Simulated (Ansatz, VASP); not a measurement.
**One calculation of Pt, two programs**

INCAR

```
SYSTEM = Pt
PREC     = Accurate       ! precision mode
ENCUT    = 520            ! plane-wave cutoff, eV
EDIFF    = 1E-6           ! SCF threshold, eV
ISMEAR   = 0              ! smearing method
SIGMA    = 0.15           ! smearing width, eV
LREAL    = .False.        ! projectors in reciprocal space
LASPH    = .True.         ! aspherical terms in the spheres
NELM     = 60             ! most SCF steps
ALGO     = Fast           ! electronic algorithm
ISIF     = 2              ! what is computed and relaxed
LWAVE    = .False.        ! write WAVECAR
LCHARG   = .False.        ! write CHGCAR
GGA      = CA             ! functional
NBANDS   = 11             ! bands
```

File KPOINTS:

```
Automatic mesh
0
Gamma
  20 20 20
  0 0 0
```

The input POSCAR:

```
Pt
1.0
    0.0000000000      1.9468328700      2.0831111709
    2.0539086778      0.0000000000      2.0831111709
    2.0539086778      1.9468328700      0.0000000000
Pt
1
Direct
    0.0000000000      0.0000000000      0.0000000000
```

Input for Ansatz:

```yaml
crystal:
  lattice:
    - [0.0, 1.94683287, 2.0831111709]
    - [2.0539086778, 0.0, 2.0831111709]
    - [2.0539086778, 1.94683287, 0.0]
  atoms:
    - { symbol: Pt, position: [0.0, 0.0, 0.0] }
basis:
  ecutwfc: 420
kpoints:
  mp_grid: { grid: [20, 20, 20] }
hamiltonian:
  xc: lda
scf:
  occupations: { method: gaussian, width: 0.15 }
output:
  forces: true
  stress: true
  eigenvalues: true
```

Change from the starting cell: normal strain along x +0.0550, normal strain along z +0.0700.

Alike in both runs: task single point; functional LDA; k mesh 20 × 20 × 20; occupations gaussian, width 0.15 eV; no spin polarisation.

|  | VASP | Ansatz |
| --- | --- | --- |
| version | VASP 6.6.1 | Ansatz 0.2.0 |
| potentials or method | VASP PAW LDA potentials, release 64 (Pt), cutoff 520 eV | scalar-relativistic, plane waves, PAW |
| valence electrons in the cell | 10 | 18 |

|  | VASP | Ansatz | Ansatz less VASP |
| --- | --- | --- | --- |
| gap on the k mesh at the Fermi level (eV) | none | none | - |
| pressure (GPa) | -26.0 | -26.5 | -0.47 |
| traceless stress, the component that is largest in VASP (GPa) | 1.93 | 1.91 | -0.023 |

LDA's correlation is that of Perdew and Zunger in VASP and of Perdew and Wang (1992) in Ansatz. A gap of «none» marks a metal or a gap that the smearing closes. VASP's potentials hold 10 valence electrons a cell and Ansatz's 18, so a difference there can come from the potentials and not from the codes.

Neither program's run includes spin-orbit coupling.
